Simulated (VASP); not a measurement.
A run of VASP 6.6.1 is set up as follows.

INCAR

```
SYSTEM = TiAl3
PREC = Accurate
ENCUT = 520
EDIFF = 1E-6
ISMEAR = 0
SIGMA = 0.1
LREAL = .FALSE.
LASPH = .TRUE.
NELM = 60
ALGO = Fast
ISIF = 2
LWAVE = .FALSE.
LCHARG = .FALSE.
GGA = PS
NBANDS = 18
```

Contents of KPOINTS:

```
regular mesh
0
G
  14 10 10
  0 0 0
```

The input POSCAR:

```
TiAl3
1.0
    2.7813903654      0.0000000000      0.0000000000
    0.0000000000      4.6707686856      0.0000000000
    0.0000000000      0.0000000000      4.8925418677
Ti Al
1 3
Direct
    0.0000000000      0.5000000000      0.1631807997
    0.5000000000      0.5000000000      0.6640624234
    0.5000000000      0.0000000000      0.3330837810
    0.0000000000      0.0000000000      0.8396719959
```

Potentials or basis: VASP PAW PBE potentials, release 64 (Ti_sv, Al).

Command:

```sh
$ cat potpaw_PBE.64/Ti_sv/POTCAR potpaw_PBE.64/Al/POTCAR > POTCAR
$ mpirun -np 1 vasp_std > vasp.out
```

Question: Predict the pressure.

Answer: 0.1 GPa.

Forces on the atoms (eV/Å):
```
Ti   0.000  0.000  0.001
Al   0.000  0.000  0.001
Al   0.000  0.000  0.001
Al   0.000  0.000 -0.002
```

Caveat: the PAW data sets were made with another functional, which shifts forces and pressure a little.
